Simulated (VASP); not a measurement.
A run of VASP 6.6.1 is set up as follows.

The input INCAR:

```
PREC = Accurate
ENCUT = 520
EDIFF = 1E-6
ISMEAR = -1
SIGMA = 0.08
LREAL = F
LASPH = T
NELM = 100
ALGO = Normal
ISIF = 2
LWAVE = F
LCHARG = F
GGA = PE
NBANDS = 16
```

KPOINTS

```
Automatic mesh
0
Gamma
  16 16 16
```

POSCAR

```
GaN
1.0
    0.0000000000      2.0831165341      2.0831165341
    2.0831165341      0.0000000000      2.0831165341
    2.0831165341      2.0831165341      0.0000000000
Ga N
1 1
Direct
    0.0000000000      0.0000000000      0.0000000000
    0.5000000000      0.5000000000      0.5000000000
```

Potentials or basis: VASP PAW PBE potentials, release 64 (Ga_d, N).

The run is started by

```bash
$ cat potpaw_PBE.64/Ga_d/POTCAR potpaw_PBE.64/N/POTCAR > POTCAR
$ mpirun -np 1 vasp_std > vasp.out
```

Estimate the band gap on the k mesh.

0.87 eV, indirect (least direct gap 3.30 eV).

What does it give for the pressure?

18.9 GPa.

A k mesh can miss the band edges. As with any semilocal functional, this PBE gap is likely too small.
